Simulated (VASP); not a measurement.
# Mg (Fm-3m) in VASP: notebook, part 3 of 3

VASP 6.6.1. Earlier steps stand in the parts before.

### 6 Single point, PBE (strained)

INCAR

```
PREC     = Accurate       # precision mode
ENCUT    = 520            # plane-wave cutoff, eV
EDIFF    = 1E-7           # SCF threshold, eV
ISMEAR   = 0              # smearing method
SIGMA    = 0.1            # smearing width, eV
LREAL    = F              # projectors in reciprocal space
LASPH    = T              # aspherical terms in the spheres
NELM     = 100            # most SCF steps
ALGO     = Normal         # electronic algorithm
ISIF     = 2              # what is computed and relaxed
LWAVE    = F              # write WAVECAR
LCHARG   = F              # write CHGCAR
GGA      = PE             # functional
NBANDS   = 7              # bands
```

KPOINTS

```
Automatic mesh
0
Gamma
  16 16 16
```

POSCAR

```
Mg
1.0
    0.0000000000      2.3535512672      2.3535512672
    2.3535512672      0.0000000000      2.3535512672
    2.3535512672      2.3535512672      0.0000000000
Mg
1
Direct
    0.0000000000      0.0000000000      0.0000000000
```

Potentials or basis: VASP PAW PBE potentials, release 64 (Mg).

Started as:

```bash
$ cat potpaw_PBE.64/Mg/POTCAR > POTCAR
$ mpirun -np 1 vasp_std > vasp.out
```

OUTCAR:

```text
PREC = Accurate
   ENCUT = 520
   EDIFF = 1E-7
   ISMEAR = 0
   LREAL = F
   LASPH = T
   NELM = 100
   ISIF = 2
   GGA = PE

 ion  position               nearest neighbor table
   1  0.000  0.000  0.000-

  LATTYP: Found a face centered cubic cell.
 ALAT       =     4.7071025344

  Lattice vectors:

 A1 = (   0.0000000000,   2.3535512672,   2.3535512672)
 A2 = (   2.3535512672,   0.0000000000,   2.3535512672)
 A3 = (   2.3535512672,   2.3535512672,   0.0000000000)

Analysis of symmetry for initial positions (statically):
=====================================================================
 Subroutine PRICEL returns:
 Original cell was already a primitive cell.

 Routine SETGRP: Setting up the symmetry group for a
 face centered cubic supercell.

 Subroutine GETGRP returns: Found 48 space group operations
 (whereof 48 operations were pure point group operations)
 out of a pool of 48 trial point group operations.

The static configuration has the point symmetry O_h .

Analysis of symmetry for dynamics (positions and initial velocities):
=====================================================================
 Subroutine PRICEL returns:
 Original cell was already a primitive cell.

 Routine SETGRP: Setting up the symmetry group for a
 face centered cubic supercell.

 Subroutine GETGRP returns: Found 48 space group operations
 (whereof 48 operations were pure point group operations)
 out of a pool of 48 trial point group operations.

The dynamic configuration has the point symmetry O_h .

 Subroutine INISYM returns: Found 48 space group operations
 (whereof 48 operations are pure point group operations),
 and found     1 'primitive' translations

----------------------------------------------------------------------------------------

                                     Primitive cell

  volume of cell :      26.0736

  direct lattice vectors                    reciprocal lattice vectors
     0.000000000  2.353551267  2.353551267    -0.212444915  0.212444915  0.212444915
     2.353551267  0.000000000  2.353551267     0.212444915 -0.212444915  0.212444915
     2.353551267  2.353551267  0.000000000     0.212444915  0.212444915 -0.212444915

  length of vectors
     3.328424122  3.328424122  3.328424122     0.367965387  0.367965387  0.367965387

  position of ions in fractional coordinates (direct lattice)
     0.000000000  0.000000000  0.000000000

  ion indices of the primitive-cell ions
   primitive index   ion index
                 1           1

----------------------------------------------------------------------------------------

 KPOINTS: Automatic mesh

Automatic generation of k-mesh.
 Grid dimensions read from file:
 generate k-points for:   16   16   16

 Generating k-lattice:

  Cartesian coordinates                     Fractional coordinates (reciprocal lattice)
    -0.013277807  0.013277807  0.013277807     0.062500000  0.000000000  0.000000000
     0.013277807 -0.013277807  0.013277807     0.000000000  0.062500000  0.000000000
     0.013277807  0.013277807 -0.013277807     0.000000000  0.000000000  0.062500000

  Length of vectors
     0.022997837  0.022997837  0.022997837

  Shift w.r.t. Gamma in fractional coordinates (k-lattice)
     0.000000000  0.000000000  0.000000000

 Subroutine IBZKPT returns following result:
 ===========================================

 Found    145 irreducible k-points:

 Following reciprocal coordinates:
            Coordinates               Weight
  0.000000  0.000000  0.000000      1.000000
  0.062500  0.000000  0.000000      8.000000
  0.125000  0.000000  0.000000      8.000000
  0.187500  0.000000  0.000000      8.000000
  0.250000  0.000000  0.000000      8.000000
  0.312500  0.000000  0.000000      8.000000
[... 16 lines left out ...]
 -0.125000  0.062500  0.000000     24.000000
 -0.062500  0.062500  0.000000     12.000000
 [... further k-points ...]
   k-points           NKPTS =    145   k-points in BZ     NKDIM =    145   number of bands    NBANDS=      7
   number of dos      NEDOS =    301   number of ions     NIONS =      1
   total plane-waves  NPLWV =  21952
   dimension x,y,z NGX =    28 NGY =   28 NGZ =   28
   dimension x,y,z NGXF=    56 NGYF=   56 NGZF=   56
   ions per type =               1
   NGX,Y,Z   is equivalent  to a cutoff of  13.99, 13.99, 13.99 a.u.
   NGXF,Y,Z  is equivalent  to a cutoff of  27.97, 27.97, 27.97 a.u.
 SYSTEM =  unknown system
   PREC   = accura    normal or accurate (medium, high low for compatibility)
   ISTART =      0    job   : 0-new  1-cont  2-samecut
   ICHARG =      2    charge: 1-file 2-atom 10-const
   ISPIN  =      1    spin polarized calculation?
   LNONCOLLINEAR =      F non collinear calculations
   LSORBIT =      F    spin-orbit coupling
   LASPH  =      T    aspherical Exc in radial PAW
   ENCUT  =  520.0 eV  38.22 Ry    6.18 a.u.   6.19  6.19  6.19*2*pi/ulx,y,z
   NELM   =    100;   NELMIN=  2; NELMDL= -5     # of ELM steps
   EDIFF  = 0.1E-06   stopping-criterion for ELM
   LREAL  =      F    real-space projection
   EDIFFG = 0.1E-05   stopping-criterion for IOM
   NSW    =      0    number of steps for IOM
   IBRION =     -1    ionic relax: 0-MD 1-quasi-New 2-CG
   NFREE  =      0    steps in history (QN), initial steepest desc. (CG)
   ISIF   =      2    stress and relaxation
   ISYM   =      2    0-nonsym 1-usesym 2-fastsym
   POTIM  = 0.5000    time-step for ionic-motion
   TEBEG  =    0.0;   TEEND  =   0.0 temperature during run
   PSTRESS=    0.0 pullay stress
   NELECT =       2.0000    total number of electrons
   NUPDOWN=      -1.0000    fix difference up-down
   EMIN   =  10.00;   EMAX   =-10.00  energy-range for DOS
   EFERMI =   0.00;   METHOD = LEGACY
   ISMEAR =     0;   SIGMA  =   0.10  broadening in eV -4-tet -1-fermi 0-gaus
   EFERMI_NEDOS =   21; number of points for ismear=-14 and -15
   IALGO  =     38    algorithm
   IMIX   =      4    mixing-type and parameters
     AMIX     =   0.40;   BMIX     =  1.00
     AMIX_MAG =   1.60;   BMIX_MAG =  1.00
  volume/ion in A,a.u.               =      26.07       175.95
  Fermi-wavevector in a.u.,A,eV,Ry     =   0.695587  1.314468  6.583051  0.483841
  Thomas-Fermi vector in A             =   1.778400
   LORBIT       =      0    0 simple, 1 ext, 2 COOP (PROOUT), +10 PAW based schemes
   GGA     = PE    functional components
   LHFCALC =     F    Hartree Fock is set to
   AEXX    =    0.0000 exact exchange contribution
   IVDW    =     0    specifies the selected vdW correction
   LEPSILON=     F    determine dielectric tensor
   LRPA    =     F    only Hartree local field effects (RPA)
 non-spin polarized calculation
 Gauss-broadening in eV      SIGMA  =   0.10
  energy-cutoff  :      520.00
  volume of cell :       26.07
 maximum number of plane-waves:       725
 NGX is ok and might be reduce to    28
   NGX = 13   NGY = 13   NGZ = 13

 number of electron       2.0000000 magnetization

 Free energy of the ion-electron system (eV)
  ---------------------------------------------------
  ext. energy  EPLUGINS =         0.00000000
  ---------------------------------------------------
  free energy    TOTEN  =        -1.45683598 eV

  energy without entropy =       -1.45397944  energy(sigma->0) =       -1.45540771

 E-fermi :   1.9894     XC(G=0):  -8.1067

 val. band max:        1.9208476072   @ k =  -0.4375   0.5000   0.0625
 cond. band min:       2.0059256879   @ k =  -0.3750   0.4375   0.1250
 fundamental gap:      0.0850780807
 Fermi energy:         1.9894108085

 k-point     1 :       0.0000    0.0000    0.0000
  band No.  band energies     occupation
      1      -4.3990      2.00000
      2      13.5867      0.00000
      3      13.5867      0.00000
      4      13.5867      0.00000
      5      14.8787      0.00000
      6      14.8787      0.00000
      7      14.8787      0.00000

 k-point     2 :       0.0625    0.0000    0.0000
  band No.  band energies     occupation
      1      -4.3192      2.00000
      2      12.2011      0.00000
      3      13.3248      0.00000
      4      13.3248      0.00000
      5      15.1078      0.00000
      6      15.2745      0.00000
      7      15.2745      0.00000
[... 201 lines left out ...]
 k-point    23 :      -0.1250    0.0625    0.0000
  band No.  band energies     occupation
      1      -3.8948      2.00000
      2       9.6493      0.00000
      3      11.3430      0.00000
      4      13.7222      0.00000
      5      15.3850      0.00000
      6      15.5566      0.00000
      7      16.1830      0.00000

 k-point    24 :      -0.0625    0.0625    0.0000
  band No.  band energies     occupation
      1      -4.1864      2.00000
      2      11.3633      0.00000
      3      11.9963      0.00000
      4      13.7932      0.00000
      5      15.0360      0.00000
      6      15.4094      0.00000
      7      15.9969      0.00000

 [... further k-points ...]
[... 5 lines left out ...]
  --------------------------------------------------------------------------------------
  -------------------------------------------------------------------------------------
  Total       -0.5606791     -0.5606791     -0.5606791      0.0000000     -0.0000000     -0.0000000
  in kB      -34.4527531    -34.4527531    -34.4527531      0.0000000     -0.0000000     -0.0000000
  external PRESSURE =     -34.4527531 kB  Pullay stress =       0.0000000 kB

 VOLUME and BASIS-vectors are now :
 -----------------------------------------------------------------------------
  energy-cutoff  :      520.00
  volume of cell :       26.07
      direct lattice vectors                 reciprocal lattice vectors
     0.000000000  2.353551267  2.353551267    -0.212444915  0.212444915  0.212444915
     2.353551267  0.000000000  2.353551267     0.212444915 -0.212444915  0.212444915
     2.353551267  2.353551267  0.000000000     0.212444915  0.212444915 -0.212444915

 POSITION                                       TOTAL-FORCE (eV/Angst)
 -----------------------------------------------------------------------------------
      0.00000      0.00000      0.00000         0.000000     -0.000000     -0.000000
 -----------------------------------------------------------------------------------
    total drift:                                0.000000     -0.000000     -0.000000

  FREE ENERGIE OF THE ION-ELECTRON SYSTEM (eV)
  ---------------------------------------------------
  free  energy   TOTEN  =        -1.4568359798 eV

  energy  without entropy=       -1.4539794405  energy(sigma->0) =       -1.45540771
```

Wall time 25 s (1 thread of Intel Xeon Platinum 8259CL at 2.50GHz (Skylake/Cascade Lake), shared host); peak memory 0.16 GiB.

What came out:

```yaml
Free_energy: -1.4568 eV
Pressure: -3.4 GPa
Band_gap_on_the_k_mesh: zero (band 1 reaches 3.38 eV, above the bottom of band 2 at 0.70 eV)
```

Caveat: the cell differs from its parent crystal (strained).

### 7 The runs side by side

| cell | gap on the mesh (eV) | pressure (GPa) |
| --- | --- | --- |
| a = 3.224 Å, angles 60.0°, 1 atom | none | -1.0 |
| a = 3.292 Å, angles 60.0°, 1 atom | none | -2.7 |
| a = 3.276 Å, angles 60.0°, 1 atom | none | -2.3 |
| a = 3.308 Å, angles 60.0°, 1 atom | none | -3.0 |
| a = 3.328 Å, angles 60.0°, 1 atom | none | -3.4 |

Alike in all rows: task single point; level PBE; potentials or basis VASP PAW PBE potentials, release 64 (Mg); no spin polarisation; k mesh 16 × 16 × 16; cutoff (eV) 520; smearing gaussian 0.1 eV.

Total energies depend on the potentials used, so only differences within one code and one set of settings carry meaning.
